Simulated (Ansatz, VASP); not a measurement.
**TiSi2 in VASP and in Ansatz**

```xyz
6
Lattice="0.0419 4.1393 4.2821 2.4078 0.0332 4.2734 2.4071 4.1299 0.0325" Properties=species:S:1:pos:R:3 pbc="T T T"
Ti    3.6426    6.2269    6.4410
Ti    2.4284    4.1512    4.2940
Si    1.2073    0.7002    2.1401
Si    1.2211    3.4510    2.1539
Si    2.4147    1.4087    4.2803
Si    2.4421    6.8938    4.3077
```

Change from the starting cell: equal xy, yz and zx shear strains of +1 %, crystal datasets.

Alike in both runs: task electric field gradients; functional PBE; k mesh 8 × 8 × 8; occupations fermi-dirac, width 0.08 eV; no spin polarisation.

|  | VASP | Ansatz |
| --- | --- | --- |
| version | VASP 6.6.1 | Ansatz 0.2.0 |
| potentials or method | VASP PAW PBE potentials, release 64 (Ti_sv, Si), cutoff 520 eV | all-electron PAW with datasets made for the crystal, scalar-relativistic |

```tsv
	VASP	Ansatz	Ansatz less VASP
pressure (GPa)	2.3	2.4	+0.04
traceless stress, the component that is largest in VASP (GPa)	-1.58	-1.58	-0.001
rms of the force components (eV/Å)	0.105	0.105	-0.0004
size of Vzz on the site where it differs most (V/Å²)	11.1	12.0	+0.91
```

Atom by atom the forces differ by 0.000 eV/Å (rms over components). Ansatz ran all-electron here, and VASP with PAW potentials.
